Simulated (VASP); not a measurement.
# Mo (P6/mmm) in VASP: further runs, part 2 of 2

VASP 6.6.1. The steps go on from the part before.

## Step 5: Single point, r2SCAN (strain -0.015 along x and y, -0.030 along z)

POSCAR

```
Mo
1.0
    2.6944777412      0.0000000000      0.0000000000
   -1.3472388706      2.3334861739      0.0000000000
    0.0000000000      0.0000000000      2.4785252790
Mo
1
Direct
    0.0000000000      0.0000000000      0.5000000000
```

INCAR.step1

```
SYSTEM = Mo
PREC     = Accurate       ! precision mode
ENCUT    = 520            ! plane-wave cutoff, eV
ISMEAR   = 0              ! smearing method
SIGMA    = 0.15           ! smearing width, eV
LREAL    = .FALSE.        ! projectors in reciprocal space
LASPH    = .TRUE.         ! aspherical terms in the spheres
NELM     = 80             ! most SCF steps
NBANDS   = 13             ! bands
GGA      = PE             ! functional
ALGO     = Normal         ! electronic algorithm
EDIFF    = 1E-4           ! SCF threshold, eV
LWAVE    = .TRUE.         ! write WAVECAR
LCHARG   = .FALSE.        ! write CHGCAR
```

INCAR.step2

```
SYSTEM = Mo
PREC     = Accurate       ! precision mode
ENCUT    = 520            ! plane-wave cutoff, eV
EDIFF    = 1E-6           ! SCF threshold, eV
ISMEAR   = 0              ! smearing method
SIGMA    = 0.15           ! smearing width, eV
LREAL    = .FALSE.        ! projectors in reciprocal space
LASPH    = .TRUE.         ! aspherical terms in the spheres
NELM     = 80             ! most SCF steps
ALGO     = Normal         ! electronic algorithm
ISIF     = 2              ! what is computed and relaxed
LWAVE    = .FALSE.        ! write WAVECAR
LCHARG   = .FALSE.        ! write CHGCAR
METAGGA  = R2SCAN         ! meta-GGA
LMIXTAU  = .TRUE.       
NBANDS   = 13             ! bands
ISTART   = 1
```

KPOINTS

```
regular mesh
0
G
  18 18 18
  0 0 0
```

Launch:

```sh
$ cat potpaw_PBE.64/Mo_sv/POTCAR > POTCAR
$ cp INCAR.step1 INCAR
$ mpirun -np 1 vasp_std > vasp.out
$ cp INCAR.step2 INCAR
$ mpirun -np 1 vasp_std > vasp.out
```

Run time: 99 s. Hardware: 1 thread of Intel Xeon 6975P-C (Granite Rapids), shared host; peak memory 0.18 GiB.

The run converged. Its results:

```yaml
Free_energy: -25.1002 eV
Pressure: 17.0 GPa
Band_gap_on_the_k_mesh: zero (band 7 reaches 13.58 eV, above the bottom of band 8 at 11.42 eV)
```

Levels at points of the mesh, in eV from the Fermi level:
| k point | band 5 | band 6 | band 7 | band 8 | band 9 | band 10 |
| --- | --- | --- | --- | --- | --- | --- |
| (0.00, 0.00, 0.00) | -7.32 | -5.03 | -1.04 | -1.04 | 4.85 | 4.85 |
| (0.50, 0.00, 0.00) | -5.54 | -3.62 | 1.12 | 1.46 | 4.13 | 4.88 |
| (0.00, 0.00, 0.50) | -3.91 | -0.04 | -0.04 | 0.12 | 0.87 | 0.87 |
| (0.50, 0.00, 0.50) | -6.05 | -3.71 | -0.55 | 5.31 | 6.83 | 6.99 |

Caveat: the cell differs from its parent crystal (strain -0.015 along x and y, -0.030 along z); the PAW data sets were made with another functional, which shifts forces and pressure a little.

## Step 6: Single point, r2SCAN (strain -0.030 along x and y, +0.015 along z)

POSCAR

```
Mo
1.0
    2.6534450853      0.0000000000      0.0000000000
   -1.3267225426      2.2979508514      0.0000000000
    0.0000000000      0.0000000000      2.5935084105
Mo
1
Direct
    0.0000000000      0.0000000000      0.5000000000
```

INCAR.step1

```
ALGO     = Normal         # electronic algorithm
EDIFF    = 1E-4           # SCF threshold, eV
ENCUT    = 520            # plane-wave cutoff, eV
GGA      = PE             # functional
ISMEAR   = 0              # smearing method
LASPH    = T              # aspherical terms in the spheres
LCHARG   = F              # write CHGCAR
LREAL    = F              # projectors in reciprocal space
LWAVE    = T              # write WAVECAR
NBANDS   = 13             # bands
NELM     = 100            # most SCF steps
PREC     = Accurate       # precision mode
SIGMA    = 0.15           # smearing width, eV
```

INCAR.step2

```
ALGO     = Normal         # electronic algorithm
EDIFF    = 1E-6           # SCF threshold, eV
ENCUT    = 520            # plane-wave cutoff, eV
ISIF     = 2              # what is computed and relaxed
ISMEAR   = 0              # smearing method
ISTART   = 1            
LASPH    = T              # aspherical terms in the spheres
LCHARG   = F              # write CHGCAR
LMIXTAU  = T            
LREAL    = F              # projectors in reciprocal space
LWAVE    = F              # write WAVECAR
METAGGA  = R2SCAN         # meta-GGA
NBANDS   = 13             # bands
NELM     = 100            # most SCF steps
PREC     = Accurate       # precision mode
SIGMA    = 0.15           # smearing width, eV
```

KPOINTS

```
k-points
0
Gamma
  18 18 18
```

Potentials or basis: VASP PAW PBE potentials, release 64 (Mo_sv).

Launch:

```sh
$ cat potpaw_PBE.64/Mo_sv/POTCAR > POTCAR
$ cp INCAR.step1 INCAR
$ mpirun -np 1 vasp_std > vasp.out
$ cp INCAR.step2 INCAR
$ mpirun -np 1 vasp_std > vasp.out
```

Run time: 1.8 min. Hardware: 1 thread of Intel Xeon 6975P-C (Granite Rapids), shared host; peak memory 0.18 GiB.

It converged, with:

- Free energy: -25.0718 eV
- Pressure: 14.0 GPa
- Band gap on the k mesh: zero (band 7 reaches 13.35 eV, above the bottom of band 8 at 11.31 eV)

Stress tensor (GPa, compression positive):
```
22.49  0.00  0.00
 0.00 22.49  0.00
 0.00  0.00 -3.12
```

Levels at points of the mesh, in eV from the Fermi level:
```
           k point  band 3  band 4  band 5  band 6  band 7  band 8  band 9  band 10  band 11  band 12
(0.00, 0.00, 0.00)  -35.43  -35.43   -7.47   -5.06   -1.13   -1.13    4.38     4.38    13.73    15.80
(0.50, 0.00, 0.00)  -35.87  -35.45   -5.74   -3.36    0.40    1.20    3.54     5.09    11.58    15.04
(0.00, 0.00, 0.50)  -35.29  -35.29   -4.51   -0.60   -0.41   -0.41    1.39     1.39     9.93    16.64
(0.50, 0.00, 0.50)  -36.97  -35.71   -6.00   -4.34   -0.11    5.37    6.07     6.48     7.95    17.09
```

Caveat: the cell differs from its parent crystal (strain -0.030 along x and y, +0.015 along z); the PAW data sets were made with another functional, which shifts forces and pressure a little.

## Step 7: The runs side by side

| cell | gap on the mesh (eV) | pressure (GPa) |
| --- | --- | --- |
| a = 2.653, b = 2.653, c = 2.479 Å, angles 90.0, 90.0, 120.0°, 1 atom | none | 26.5 |
| a = 2.653, b = 2.653, c = 2.517 Å, angles 90.0, 90.0, 120.0°, 1 atom | none | 21.9 |
| a = 2.653, b = 2.653, c = 2.555 Å, angles 90.0, 90.0, 120.0°, 1 atom | none | 17.7 |
| a = 2.694, b = 2.694, c = 2.479 Å, angles 90.0, 90.0, 120.0°, 1 atom | none | 17.0 |
| a = 2.653, b = 2.653, c = 2.594 Å, angles 90.0, 90.0, 120.0°, 1 atom | none | 14.0 |

Alike in all rows: task single point; level r2SCAN; potentials or basis VASP PAW PBE potentials, release 64 (Mo_sv); no spin polarisation; k mesh 18 × 18 × 18; cutoff (eV) 520; smearing gaussian 0.15 eV.

Caveats: the PAW data sets were made with another functional, which shifts forces and pressure a little.

Absolute energies hang on the potentials; compare differences alone.
